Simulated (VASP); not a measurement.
Here is a VASP 6.6.1 calculation.

INCAR

```
SYSTEM = CoO
ALGO = Normal
EDIFF = 1E-8
ENCUT = 520
GGA = PE
ISIF = 2
ISMEAR = -1
ISPIN = 2
LASPH = .TRUE.
LCHARG = .FALSE.
LEFG = .TRUE.
LMAXMIX = 4
LORBIT = 11
LREAL = .FALSE.
LWAVE = .FALSE.
MAGMOM = 2 0
NBANDS = 18
NELM = 150
PREC = Accurate
SIGMA = 0.05
```

File KPOINTS:

```
k-points
0
G
  16 16 16
  0 0 0
```

File POSCAR:

```
CoO
1.0
    0.0000000000      2.1456163054      2.1456163054
    2.1456163054      0.0000000000      2.1456163054
    2.1456163054      2.1456163054      0.0000000000
Co O
1 1
Direct
    0.0000000000      0.0000000000      0.0000000000
    0.5000000000      0.5000000000      0.5000000000
```

Potentials or basis: VASP PAW PBE potentials, release 64 (Co, O).

Command:

```sh
$ cat potpaw_PBE.64/Co/POTCAR potpaw_PBE.64/O/POTCAR > POTCAR
$ mpirun -np 1 vasp_std > vasp.out
```

**Question.** What does it give for the net moment?

**Answer.** 2.95 μB per cell.

**Question.** Estimate the site moments.

**Answer.** Co +2.59; O +0.31 μB.

Caveat: without QUAD_EFG the Cq values of the log hold for a quadrupole moment of 1 mb, not for the nuclei; a cell with one magnetic atom can't hold antiferromagnetic order, which such compounds often take.
